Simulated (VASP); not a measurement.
# GeS (Pnma) in VASP: a series of runs

Runs on GeS. Level: PBE+D3(BJ). Tasks: single point.

Program: VASP 6.6.1. These are calculated values, not measurements. Logs are shortened: lines on timing, memory, paths and dates and some standing lists are left out, and cuts for length are marked.

### 1 The cell of the first run

The structure is orthorhombic, space group Pnma (No. 62). The conventional cell has a = 10.793 Å, b = 3.687 Å, c = 4.423 Å, α = 90.00°, β = 90.00°, γ = 90.00°. Within 3.7 Å of Ge (site symmetry m) lie 6 S at 2.46 to 3.40 Å and 4 Ge at 3.51 to 3.69 Å. S (site symmetry m) has 6 Ge at 2.46 to 3.40 Å and 8 S at 3.57 to 3.77 Å within 3.8 Å.

### 2 Single point, PBE+D3(BJ) (22.00 Å³/atom)

The input, INCAR:

```
SYSTEM = GeS
ALGO = Normal ; EDIFF = 1E-6
ENCUT = 500 ; GGA = PE
GGA_COMPAT = .False. ; ISIF = 2
ISMEAR = 0 ; IVDW = 12
LASPH = .True. ; LCHARG = .False.
LREAL = .False. ; LWAVE = .False.
NBANDS = 50 ; NELM = 120
PREC = Accurate ; SIGMA = 0.02
```

The input, KPOINTS:

```
k-points
0
Gamma
  4 8 6
  0 0 0
```

The input, POSCAR:

```
GeS
1.0
   10.7933284089      0.0000000000      0.0000000000
    0.0000000000      3.6870620336      0.0000000000
    0.0000000000      0.0000000000      4.4226089118
Ge S
4 4
Direct
    0.1261953975      0.2500000000      0.1371003244
    0.3738046025      0.7500000000      0.6371003244
    0.6261953975      0.2500000000      0.3628996756
    0.8738046025      0.7500000000      0.8628996756
    0.8477121151      0.2500000000      0.4974459453
    0.6522878849      0.7500000000     -0.0025540547
    0.3477121151      0.2500000000      1.0025540547
    0.1522878849      0.7500000000      0.5025540547
```

Potentials or basis: VASP PAW PBE potentials, release 64 (Ge_d, S).

Launch:

```console
$ cat potpaw_PBE.64/Ge_d/POTCAR potpaw_PBE.64/S/POTCAR > POTCAR
$ mpirun -np 1 vasp_std > vasp.out
```

OUTCAR:

```text
SYSTEM = GeS
   EDIFF = 1E-6
   ENCUT = 500
   GGA = PE
   ISIF = 2
   ISMEAR = 0
   IVDW = 12
   LASPH = .True.
   LREAL = .False.
   NELM = 120
   PREC = Accurate
 IVDW          = 12

 ion  position               nearest neighbor table
   1  0.126  0.250  0.137-   7 2.46   8 2.47   8 2.47
   2  0.374  0.750  0.637-   8 2.46   7 2.47   7 2.47
   3  0.626  0.250  0.363-   5 2.46   6 2.47   6 2.47
   4  0.874  0.750  0.863-   6 2.46   5 2.47   5 2.47
   5  0.848  0.250  0.497-   3 2.46   4 2.47   4 2.47
   6  0.652  0.750  0.997-   4 2.46   3 2.47   3 2.47
   7  0.348  0.250  0.003-   1 2.46   2 2.47   2 2.47
   8  0.152  0.750  0.503-   2 2.46   1 2.47   1 2.47

  LATTYP: Found a simple orthorhombic cell.
 ALAT       =     3.6870620336
 B/A-ratio  =     1.1994940339
 C/A-ratio  =     2.9273519975

  Lattice vectors:

 A1 = (   0.0000000000,   3.6870620336,   0.0000000000)
 A2 = (   0.0000000000,   0.0000000000,   4.4226089118)
 A3 = (  10.7933284089,   0.0000000000,   0.0000000000)

Analysis of symmetry for initial positions (statically):
=====================================================================
 Subroutine PRICEL returns:
 Original cell was already a primitive cell.

 Routine SETGRP: Setting up the symmetry group for a
 simple orthorhombic supercell.

 Subroutine GETGRP returns: Found  8 space group operations
 (whereof  2 operations were pure point group operations)
 out of a pool of  8 trial point group operations.

The static configuration has the point symmetry S_2 .
 The point group associated with its full space group is D_2h.

Analysis of symmetry for dynamics (positions and initial velocities):
=====================================================================
 Subroutine PRICEL returns:
 Original cell was already a primitive cell.

 Routine SETGRP: Setting up the symmetry group for a
 simple orthorhombic supercell.

 Subroutine GETGRP returns: Found  8 space group operations
 (whereof  2 operations were pure point group operations)
 out of a pool of  8 trial point group operations.

The dynamic configuration has the point symmetry S_2 .
 The point group associated with its full space group is D_2h.

 Subroutine INISYM returns: Found  8 space group operations
 (whereof  2 operations are pure point group operations),
 and found     1 'primitive' translations

----------------------------------------------------------------------------------------

                                     Primitive cell

  volume of cell :     176.0007

  direct lattice vectors                    reciprocal lattice vectors
    10.793328409  0.000000000  0.000000000     0.092649826  0.000000000  0.000000000
     0.000000000  3.687062034  0.000000000     0.000000000  0.271218653  0.000000000
     0.000000000  0.000000000  4.422608912     0.000000000  0.000000000  0.226110882

  length of vectors
    10.793328409  3.687062034  4.422608912     0.092649826  0.271218653  0.226110882

  position of ions in fractional coordinates (direct lattice)
     0.126195397  0.250000000  0.137100324
     0.373804603  0.750000000  0.637100324
     0.626195397  0.250000000  0.362899676
     0.873804603  0.750000000  0.862899676
     0.847712115  0.250000000  0.497445945
     0.652287885  0.750000000  0.997445945
     0.347712115  0.250000000  0.002554055
     0.152287885  0.750000000  0.502554055

  ion indices of the primitive-cell ions
   primitive index   ion index
                 1           1
                 2           2
                 3           3
                 4           4
                 5           5
                 6           6
                 7           7
                 8           8

----------------------------------------------------------------------------------------

 KPOINTS: k-points

Automatic generation of k-mesh.
 Grid dimensions read from file:
 generate k-points for:    4    8    6

 Generating k-lattice:

  Cartesian coordinates                     Fractional coordinates (reciprocal lattice)
     0.023162457  0.000000000  0.000000000     0.250000000  0.000000000  0.000000000
     0.000000000  0.033902332  0.000000000     0.000000000  0.125000000  0.000000000
     0.000000000  0.000000000  0.037685147     0.000000000  0.000000000  0.166666667

  Length of vectors
     0.023162457  0.033902332  0.037685147

  Shift w.r.t. Gamma in fractional coordinates (k-lattice)
     0.000000000  0.000000000  0.000000000

 Subroutine IBZKPT returns following result:
 ===========================================

 Found     60 irreducible k-points:

 Following reciprocal coordinates:
            Coordinates               Weight
  0.000000  0.000000  0.000000      1.000000
  0.250000  0.000000  0.000000      2.000000
  0.500000  0.000000  0.000000      1.000000
  0.000000  0.125000  0.000000      2.000000
  0.250000  0.125000  0.000000      4.000000
  0.500000  0.125000  0.000000      2.000000
[... 16 lines left out ...]
  0.250000  0.250000  0.166667      8.000000
  0.500000  0.250000  0.166667      4.000000
 [... further k-points ...]
   k-points           NKPTS =     60   k-points in BZ     NKDIM =     60   number of bands    NBANDS=     50
   number of dos      NEDOS =    301   number of ions     NIONS =      8
   total plane-waves  NPLWV =  71680
   dimension x,y,z NGX =    80 NGY =   28 NGZ =   32
   dimension x,y,z NGXF=   160 NGYF=   56 NGZF=   64
   ions per type =               4   4
   NGX,Y,Z   is equivalent  to a cutoff of  12.32, 12.62, 12.03 a.u.
   NGXF,Y,Z  is equivalent  to a cutoff of  24.64, 25.25, 24.06 a.u.
 SYSTEM =  GeS
   PREC   = accura    normal or accurate (medium, high low for compatibility)
   ISTART =      0    job   : 0-new  1-cont  2-samecut
   ICHARG =      2    charge: 1-file 2-atom 10-const
   ISPIN  =      1    spin polarized calculation?
   LNONCOLLINEAR =      F non collinear calculations
   LSORBIT =      F    spin-orbit coupling
   LASPH  =      T    aspherical Exc in radial PAW
   ENCUT  =  500.0 eV  36.75 Ry    6.06 a.u.  19.68  6.72  8.06*2*pi/ulx,y,z
   NELM   =    120;   NELMIN=  2; NELMDL= -5     # of ELM steps
   EDIFF  = 0.1E-05   stopping-criterion for ELM
   LREAL  =      F    real-space projection
   EDIFFG = 0.1E-04   stopping-criterion for IOM
   NSW    =      0    number of steps for IOM
   IBRION =     -1    ionic relax: 0-MD 1-quasi-New 2-CG
   NFREE  =      0    steps in history (QN), initial steepest desc. (CG)
   ISIF   =      2    stress and relaxation
   ISYM   =      2    0-nonsym 1-usesym 2-fastsym
   POTIM  = 0.5000    time-step for ionic-motion
   TEBEG  =    0.0;   TEEND  =   0.0 temperature during run
   PSTRESS=    0.0 pullay stress
   NELECT =      80.0000    total number of electrons
   NUPDOWN=      -1.0000    fix difference up-down
   EMIN   =  10.00;   EMAX   =-10.00  energy-range for DOS
   EFERMI =   0.00;   METHOD = LEGACY
   ISMEAR =     0;   SIGMA  =   0.02  broadening in eV -4-tet -1-fermi 0-gaus
   EFERMI_NEDOS =   21; number of points for ismear=-14 and -15
   IALGO  =     38    algorithm
   IMIX   =      4    mixing-type and parameters
     AMIX     =   0.40;   BMIX     =  1.00
     AMIX_MAG =   1.60;   BMIX_MAG =  1.00
  volume/ion in A,a.u.               =      22.00       148.46
  Fermi-wavevector in a.u.,A,eV,Ry     =   1.258732  2.378659 21.557165  1.584407
  Thomas-Fermi vector in A             =   2.392327
   LORBIT       =      0    0 simple, 1 ext, 2 COOP (PROOUT), +10 PAW based schemes
   GGA     = PE    functional components
   LHFCALC =     F    Hartree Fock is set to
   AEXX    =    0.0000 exact exchange contribution
   IVDW    =    12    specifies the selected vdW correction
   LEPSILON=     F    determine dielectric tensor
   LRPA    =     F    only Hartree local field effects (RPA)
 non-spin polarized calculation
 Gauss-broadening in eV      SIGMA  =   0.02
  energy-cutoff  :      500.00
  volume of cell :      176.00
 maximum number of plane-waves:      4496
 NGX is ok and might be reduce to    80
   NGX = 39   NGY = 13   NGZ = 17

 number of electron      80.0000009 magnetization

 Free energy of the ion-electron system (eV)
  ---------------------------------------------------
  ext. energy  EPLUGINS =         0.00000000
  ---------------------------------------------------
  free energy    TOTEN  =       -36.64750451 eV

  energy without entropy =      -36.64750451  energy(sigma->0) =      -36.64750451

 E-fermi :   4.3324     XC(G=0):  -9.7598

 val. band max:        4.2228051688   @ k =   0.0000   0.0000   0.0000
 cond. band min:       5.5024938736   @ k =   0.0000   0.0000   0.0000
 fundamental gap:      1.2796887048
 Fermi energy:         4.3323664800

 k-point     1 :       0.0000    0.0000    0.0000
  band No.  band energies     occupation
      1     -20.1035      2.00000
      2     -20.1018      2.00000
      3     -20.0971      2.00000
      4     -20.0961      2.00000
      5     -20.0954      2.00000
      6     -20.0947      2.00000
[... 42 lines left out ...]
     49       9.7625      0.00000
     50      10.1215      0.00000

 k-point     2 :       0.2500    0.0000    0.0000
  band No.  band energies     occupation
      1     -20.1033      2.00000
      2     -20.1021      2.00000
      3     -20.0970      2.00000
      4     -20.0962      2.00000
      5     -20.0954      2.00000
      6     -20.0949      2.00000
[... 42 lines left out ...]
     49       9.8915      0.00000
     50       9.9138      0.00000

 k-point     3 :       0.5000    0.0000    0.0000
  band No.  band energies     occupation
      1     -20.1027      2.00000
      2     -20.1027      2.00000
      3     -20.0966      2.00000
      4     -20.0966      2.00000
      5     -20.0952      2.00000
      6     -20.0952      2.00000
[... 42 lines left out ...]
     49       9.5562      0.00000
     50       9.5618      0.00000

 k-point     4 :       0.0000    0.1250    0.0000
  band No.  band energies     occupation
      1     -20.1019      2.00000
      2     -20.1006      2.00000
      3     -20.0965      2.00000
      4     -20.0961      2.00000
      5     -20.0951      2.00000
      6     -20.0945      2.00000
[... 999 lines left out ...]
 k-point    23 :       0.2500    0.2500    0.1667
  band No.  band energies     occupation
      1     -20.1001      2.00000
      2     -20.0994      2.00000
      3     -20.0986      2.00000
      4     -20.0983      2.00000
      5     -20.0937      2.00000
      6     -20.0932      2.00000
[... 42 lines left out ...]
     49       8.7313      0.00000
     50       9.3964      0.00000

 k-point    24 :       0.5000    0.2500    0.1667
  band No.  band energies     occupation
      1     -20.0998      2.00000
      2     -20.0998      2.00000
      3     -20.0984      2.00000
      4     -20.0984      2.00000
      5     -20.0935      2.00000
      6     -20.0935      2.00000
[... 42 lines left out ...]
     49       9.0315      0.00000
     50       9.0315      0.00000

 [... further k-points ...]

------------------------ aborting loop because EDIFF is reached ----------------------------------------

 Edisp (eV)   -2.58418

 E8    (eV) :    -1.0559

  FORCE on cell =-STRESS in cart. coord.  units (eV):
  Direction    XX          YY          ZZ          XY          YZ          ZX
  --------------------------------------------------------------------------------------
  -------------------------------------------------------------------------------------
  Total      -1.71522    -1.83740    -1.69382     0.00000     0.00000     0.00000
  in kB     -15.61405   -16.72632   -15.41926     0.00000     0.00000     0.00000
  external pressure =      -15.92 kB  Pullay stress =        0.00 kB

 VOLUME and BASIS-vectors are now :
 -----------------------------------------------------------------------------
  energy-cutoff  :      500.00
  volume of cell :      176.00
      direct lattice vectors                 reciprocal lattice vectors
    10.793328409  0.000000000  0.000000000     0.092649826  0.000000000  0.000000000
     0.000000000  3.687062034  0.000000000     0.000000000  0.271218653  0.000000000
     0.000000000  0.000000000  4.422608912     0.000000000  0.000000000  0.226110882

 POSITION                                       TOTAL-FORCE (eV/Angst)
 -----------------------------------------------------------------------------------
      1.36207      0.92177      0.60634        -0.001123     -0.000000      0.003873
      4.03460      2.76530      2.81765         0.001123     -0.000000      0.003873
      6.75873      0.92177      1.60496        -0.001123     -0.000000     -0.003873
      9.43126      2.76530      3.81627         0.001123      0.000000     -0.003873
      9.14964      0.92177      2.20001         0.002148     -0.000000      0.005014
      7.04036      2.76530      4.41131        -0.002148     -0.000000      0.005014
      3.75297      0.92177      0.01130         0.002148     -0.000000     -0.005014
      1.64369      2.76530      2.22260        -0.002148     -0.000000     -0.005014
 -----------------------------------------------------------------------------------
    total drift:                               -0.000000      0.000000     -0.000000

  FREE ENERGIE OF THE ION-ELECTRON SYSTEM (eV)
  ---------------------------------------------------
  free  energy   TOTEN  =       -39.2316889364 eV

  energy  without entropy=      -39.2316889364  energy(sigma->0) =      -39.23168894
```

Wall time 5.1 min (1 thread of Intel Xeon Platinum 8488C (Sapphire Rapids), shared host); peak memory 0.49 GiB.

Results:

* Free energy: -39.2317 eV
* Pressure: -1.6 GPa
* Largest force: 0.005 eV/Å
* Band gap on the k mesh: 1.28 eV
* Dispersion energy per atom: -0.323 eV

Forces in eV/Å, atoms in the order of the input:
```
Ge  -0.001  0.000  0.004
Ge   0.001  0.000  0.004
Ge  -0.001  0.000 -0.004
Ge   0.001  0.000 -0.004
S    0.002  0.000  0.005
S   -0.002  0.000  0.005
S    0.002  0.000 -0.005
S   -0.002  0.000 -0.005
```

Levels at points of the mesh, in eV from the valence-band top:
```tsv
k point	band 38	band 39	band 40	band 41	band 42	band 43
(0.00, 0.00, 0.00)	-0.81	-0.69	0.00	1.28	2.68	2.80
(0.50, 0.00, 0.00)	-1.73	-0.29	-0.29	2.47	2.47	2.64
(0.00, 0.50, 0.00)	-1.38	-1.03	-1.03	1.54	1.54	1.70
(0.50, 0.50, 0.00)	-1.37	-1.37	-1.37	1.83	1.83	1.83
(0.00, 0.00, 0.50)	-0.88	-0.26	-0.26	1.77	1.77	2.52
(0.50, 0.00, 0.50)	-0.70	-0.29	-0.29	1.78	1.78	2.41
(0.00, 0.50, 0.50)	-1.91	-1.16	-1.16	3.16	3.16	3.33
(0.50, 0.50, 0.50)	-1.31	-1.31	-1.31	2.99	2.99	2.99
```

A k mesh can miss the band edges.

### 3 Single point, PBE+D3(BJ) (20.08 Å³/atom)

This run uses another cell than the first one, of 20.08 Å³/atom.

The input, INCAR:

```
SYSTEM = GeS
PREC = Accurate ; ENCUT = 500
EDIFF = 1E-6 ; ISMEAR = 0
SIGMA = 0.02 ; LREAL = .False.
LASPH = .True. ; NELM = 120
ALGO = Normal ; ISIF = 2
LWAVE = .False. ; LCHARG = .False.
GGA = PE ; IVDW = 12
NBANDS = 50 ; GGA_COMPAT = .False.
```

The input, KPOINTS:

```
regular mesh
0
Gamma
  4 8 6
  0 0 0
```

The input, POSCAR:

```
GeS
1.0
   10.4175724128      0.0000000000      0.0000000000
    0.0000000000      3.6677170778      0.0000000000
    0.0000000000      0.0000000000      4.2038058122
Ge S
4 4
Direct
    0.1219203718      0.2500000000      0.1252668874
    0.3780796282      0.7500000000      0.6252668874
    0.6219203718      0.2500000000      0.3747331126
    0.8780796282      0.7500000000      0.8747331126
    0.8519825798      0.2500000000      0.4934593720
    0.6480174202      0.7500000000     -0.0065406280
    0.3519825798      0.2500000000      1.0065406280
    0.1480174202      0.7500000000      0.5065406280
```

Potentials or basis: VASP PAW PBE potentials, release 64 (Ge_d, S).

Launch:

```console
$ cat potpaw_PBE.64/Ge_d/POTCAR potpaw_PBE.64/S/POTCAR > POTCAR
$ mpirun -np 1 vasp_std > vasp.out
```

OUTCAR:

```text
SYSTEM = GeS
   PREC = Accurate
   ENCUT = 500
   EDIFF = 1E-6
   ISMEAR = 0
   LREAL = .False.
   LASPH = .True.
   NELM = 120
   ISIF = 2
   GGA = PE
   IVDW = 12
 IVDW          = 12

 ion  position               nearest neighbor table
   1  0.122  0.250  0.125-   7 2.45   8 2.45   8 2.45
   2  0.378  0.750  0.625-   8 2.45   7 2.45   7 2.45
   3  0.622  0.250  0.375-   5 2.45   6 2.45   6 2.45
   4  0.878  0.750  0.875-   6 2.45   5 2.45   5 2.45
   5  0.852  0.250  0.493-   3 2.45   4 2.45   4 2.45
[... 1495 lines left out ...]
  Total       1.91895     1.93722     1.98306     0.00000     0.00000     0.00000
  in kB      19.14117    19.32342    19.78071     0.00000     0.00000     0.00000
  external pressure =       19.42 kB  Pullay stress =        0.00 kB

 VOLUME and BASIS-vectors are now :
 -----------------------------------------------------------------------------
  energy-cutoff  :      500.00
  volume of cell :      160.62
      direct lattice vectors                 reciprocal lattice vectors
    10.417572413  0.000000000  0.000000000     0.095991653  0.000000000  0.000000000
     0.000000000  3.667717078  0.000000000     0.000000000  0.272649165  0.000000000
     0.000000000  0.000000000  4.203805812     0.000000000  0.000000000  0.237879684

 POSITION                                       TOTAL-FORCE (eV/Angst)
 -----------------------------------------------------------------------------------
      1.27011      0.91693      0.52660         0.002210      0.000000     -0.006035
      3.93867      2.75079      2.62850        -0.002210     -0.000000     -0.006035
      6.47890      0.91693      1.57531         0.002210     -0.000000      0.006035
      9.14746      2.75079      3.67721        -0.002210      0.000000      0.006035
      8.87559      0.91693      2.07441        -0.004966     -0.000000     -0.004503
      6.75077      2.75079      4.17631         0.004966     -0.000000     -0.004503
      3.66680      0.91693      0.02750        -0.004966      0.000000      0.004503
      1.54198      2.75079      2.12940         0.004966     -0.000000      0.004503
 -----------------------------------------------------------------------------------
    total drift:                                0.000000     -0.000000      0.000000

  FREE ENERGIE OF THE ION-ELECTRON SYSTEM (eV)
  ---------------------------------------------------
  free  energy   TOTEN  =       -39.1653562781 eV

  energy  without entropy=      -39.1653562781  energy(sigma->0) =      -39.16535628
```

stdout:

```text
POSCAR found type information on POSCAR GeS
 POSCAR found :  2 types and       8 ions
 scaLAPACK will be used
 LDA part: xc-table for (Slater+PW92), standard interpolation
 POSCAR, INCAR and KPOINTS ok, starting setup
 FFT: planning ... GRIDC
 FFT: planning ... GRID_SOFT
 FFT: planning ... GRID
 WAVECAR not read
 entering main loop
```

It took 10 min on 1 thread of Intel Xeon 8259CL, shared host; peak memory 0.48 GiB.

What came out:

```yaml
Free_energy: -39.1654 eV
Pressure: 1.9 GPa
Largest_force: 0.007 eV/Å
Band_gap_on_the_k_mesh: 0.98 eV (least direct gap 1.18 eV)
Dispersion_energy_per_atom: -0.327 eV
```

Forces in eV/Å, atoms in the order of the input:
```
Ge   0.002  0.000 -0.006
Ge  -0.002  0.000 -0.006
Ge   0.002  0.000  0.006
Ge  -0.002  0.000  0.006
S   -0.005  0.000 -0.005
S    0.005  0.000 -0.005
S   -0.005  0.000  0.005
S    0.005  0.000  0.005
```

Levels at points of the mesh, in eV from the valence-band top:
```csv
k point,band 36,band 37,band 38,band 39,band 40,band 41,band 42,band 43,band 44,band 45
"(0.00, 0.00, 0.00)",-2.15,-1.75,-1.00,-0.89,-0.20,0.98,2.68,2.81,3.07,3.21
"(0.50, 0.00, 0.00)",-2.25,-2.02,-2.02,-0.48,-0.48,2.46,2.46,2.65,2.65,3.94
"(0.00, 0.50, 0.00)",-2.25,-1.35,-1.35,-1.10,-1.10,1.42,1.42,1.60,1.60,2.15
"(0.50, 0.50, 0.00)",-2.57,-1.44,-1.44,-1.44,-1.44,1.78,1.78,1.78,1.78,2.50
"(0.00, 0.00, 0.50)",-1.69,-0.90,-0.90,-0.23,-0.23,1.62,1.62,2.50,2.50,2.51
"(0.50, 0.00, 0.50)",-2.26,-0.68,-0.68,-0.25,-0.25,1.56,1.56,2.40,2.40,2.58
"(0.00, 0.50, 0.50)",-3.65,-2.38,-2.38,-1.51,-1.51,3.13,3.13,3.42,3.42,5.07
"(0.50, 0.50, 0.50)",-4.29,-1.58,-1.58,-1.58,-1.58,2.81,2.81,2.81,2.81,5.04
```

(Part 1 of 2 ends here.)
